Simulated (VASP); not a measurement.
Here is a VASP 6.6.1 calculation.

Contents of INCAR:

```
SYSTEM = Bi
PREC = Accurate
ENCUT = 520
EDIFF = 1E-6
ISMEAR = -1
SIGMA = 0.05
LREAL = .False.
LASPH = .True.
NELM = 80
ALGO = Normal
ISIF = 2
LWAVE = .False.
LCHARG = .True.
GGA = PE
LELF = .True.
LVHAR = .True.
NBANDS = 14
```

Contents of KPOINTS:

```
Automatic mesh
0
Gamma
  15 15 15
  0 0 0
```

Contents of POSCAR:

```
Bi
1.0
   -1.9907489213      1.9907489213      1.9907489213
    1.9907489213     -1.9907489213      1.9907489213
    1.9907489213      1.9907489213     -1.9907489213
Bi
1
Direct
    0.0000000000      0.0000000000      0.0000000000
```

Potentials or basis: VASP PAW PBE potentials, release 64 (Bi_d).

Launch:

```sh
$ cat potpaw_PBE.64/Bi_d/POTCAR > POTCAR
$ mpirun -np 1 vasp_std > vasp.out
```

Q: Estimate the pressure.

A: 0.0 GPa.
